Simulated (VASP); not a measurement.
MgO (Periclase), 2 atoms in the cell. The structure is cubic, space group Fm-3m (No. 225). The conventional cell has a = 4.254 Å, b = 4.254 Å, c = 4.254 Å, α = 90.00°, β = 90.00°, γ = 90.00°. Within 2.8 Å of Mg (site symmetry m-3m) lie 6 O at 2.13 Å. O (site symmetry m-3m) has 6 Mg at 2.13 Å within 2.8 Å. 

```yaml
Program: VASP 6.6.1
Task: relaxation of cell and atoms
Functional: PBE
Potentials_or_basis: VASP PAW PBE potentials, release 64 (Mg, O)
Cutoff: 600 eV
k_mesh: 10 × 10 × 10
Occupations: gaussian, width 0.01 eV
Spin: no spin polarisation
Dipole_correction: no
Further_INCAR_settings: ALGO = Normal; EDIFF = 1e-06; IBRION = 2; EDIFFG = -0.001; NSW = 80; ISIF = 3
```

Potentials or basis: VASP PAW PBE potentials, release 64 (Mg, O).

The run is started by

```bash
$ cat potpaw_PBE.64/Mg/POTCAR potpaw_PBE.64/O/POTCAR > POTCAR
$ mpirun -np 1 vasp_std > vasp.out
```

Hardware: 1 thread of Intel(R) Xeon(R) Platinum 8559C (Emerald Rapids), with other jobs on the host.

Q: How long does it take, and how much memory?

A: Run time: 8.1 s on 1 thread of Intel(R) Xeon(R) Platinum 8559C (Emerald Rapids), on a shared host, peak memory 0.14 GiB. Counts: scf iterations 21, k points 47, ion steps 3.
